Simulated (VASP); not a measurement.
Write the native input for VASP 6.6.1 that does the following.

```
Task                   : single point
Functional             : PBE
Potentials or basis    : VASP PAW PBE potentials, release 64 (Y_sv)
Cutoff                 : 520 eV
k mesh                 : 6 × 6 × 6
Occupations            : gaussian, width 0.05 eV
Spin                   : no spin polarisation
Dipole correction      : no
Further INCAR settings : ALGO = Normal; EDIFF = 1e-06; NBANDS = 12
```

The structure of Y lies in POSCAR:

```
Y
1.0
    0.0000000000      2.5478579987      2.5478579987
    2.5478579987      0.0000000000      2.5478579987
    2.5478579987      2.5478579987      0.0000000000
Y
1
Direct
    0.0000000000      0.0000000000      0.0000000000
```

This isn't the form of Y at room conditions, which is hcp.

These files were run (other wordings do the same):

INCAR

```
ALGO = Normal
EDIFF = 1E-6
ENCUT = 520
GGA = PE
ISIF = 2
ISMEAR = 0
LASPH = True
LCHARG = False
LREAL = False
LWAVE = False
NBANDS = 12
NELM = 100
PREC = Accurate
SIGMA = 0.05
```

KPOINTS

```
k-points
0
Gamma
  6 6 6
```

Potentials or basis: VASP PAW PBE potentials, release 64 (Y_sv).

Command:

```console
$ cat potpaw_PBE.64/Y_sv/POTCAR > POTCAR
$ mpirun -np 1 vasp_std > vasp.out
```

Results of the run:

| Property | Result |
| --- | --- |
| Pressure | -1.0 GPa |
| Band gap on the k mesh | zero (an odd number of electrons rules out a gap without spin polarisation) |

It took 13 s on 1 thread of Intel(R) Xeon(R) Platinum 8488C (Sapphire Rapids) (shared host), peak memory 0.17 GiB.
